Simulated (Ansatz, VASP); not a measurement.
# NbPdSe3: VASP beside Ansatz

```
Nb Pd Se
1.0
     5.51219    0.00000    0.00000
    -2.75610    4.77370    0.00000
     0.00000    0.00000    5.07521
Nb Pd Se
1 1 3
Direct
  0.00000 0.00000 0.50000
  0.00000 0.00000 0.00000
  0.50000 0.00000 0.50000
  0.00000 0.50000 0.50000
  0.50000 0.50000 0.50000
```

Alike in both runs: functional PBE; k mesh 12 × 12 × 8; occupations gaussian, width 0.1 eV; no spin polarisation.

Ansatz relaxed the structure, and its values are those at the end. VASP's run is a single point on that final structure, the one shown.

```csv
,VASP,Ansatz
version,VASP 6.6.1,Ansatz 0.2.0
potentials or method,"VASP PAW PBE potentials, release 64 (Nb_sv, Pd, Se), cutoff 520 eV","scalar-relativistic, plane waves, PAW"
valence electrons in the cell,41,79
```

|  | VASP | Ansatz | Ansatz less VASP |
| --- | --- | --- | --- |
| gap on the k mesh at the Fermi level (eV) | none | none | - |
| pressure (GPa) | 0.0 | 0.0 | 0.00 |

A gap of «none» marks a metal or a gap that the smearing closes. The functional is the same, so the differences come from potentials, cutoffs and numerics. VASP's potentials hold 41 valence electrons a cell and Ansatz's 79, so a difference there can come from the potentials and not from the codes.
